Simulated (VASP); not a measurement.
InP: single point with PBE

InP:

```
In P
1.0
     3.15869    3.15869    0.00000
    -3.15869    3.15869    0.00000
     0.00000    0.00000    5.74524
In P
2 2
Direct
  0.00000 0.00000 0.00000
  0.50000 0.50000 0.50000
  0.50000 0.00000 0.75000
  0.00000 0.50000 0.25000
```

This cell differs from its parent crystal: biaxial strain in the a-b plane: +6.0 %.

- Program: VASP 6.6.1
- Task: single point
- Functional: PBE
- Potentials or basis: VASP PAW PBE potentials, release 64 (In_d, P)
- Cutoff: 520 eV
- k mesh: 8 × 8 × 6
- Occupations: gaussian, width 0.02 eV
- Spin: no spin polarisation
- Dipole correction: no
- Further INCAR settings: ALGO = Normal; EDIFF = 1e-06; NBANDS = 26

```json
{
 "Pressure": "-4.1 GPa",
 "Band gap on the k mesh": "0.24 eV"
}
```

Stress tensor (GPa, compression positive):
```
-5.16  0.00  0.00
 0.00 -5.16  0.00
 0.00  0.00 -1.83
```

Levels at points of the mesh, in eV from the valence-band top:
```tsv
k point	band 16	band 17	band 18	band 19	band 20	band 21
(0.00, 0.00, 0.00)	-0.10	-0.10	-0.02	0.24	1.73	1.74
(0.50, 0.00, 0.00)	-2.06	-1.09	-1.09	2.40	2.40	4.85
(0.50, 0.50, 0.00)	-1.73	-1.70	-1.70	2.13	2.13	2.51
(0.00, 0.00, 0.50)	-1.34	-1.34	-1.34	2.08	2.08	2.96
(0.50, 0.00, 0.50)	-1.02	-0.53	-0.53	1.11	1.11	4.53
(0.50, 0.50, 0.50)	-2.41	-2.34	-2.34	4.20	4.20	4.64
```

Run time: 64 s on 1 thread of Intel(R) Xeon(R) 6975P-C (Granite Rapids), on a shared host, peak memory 0.32 GiB.

Caveat: the cell differs from its parent crystal (biaxial strain in the a-b plane: +6.0 %); the cell stands under tension; spin-orbit coupling is left out, which moves the levels of the heavy elements. A k mesh can miss the band edges.
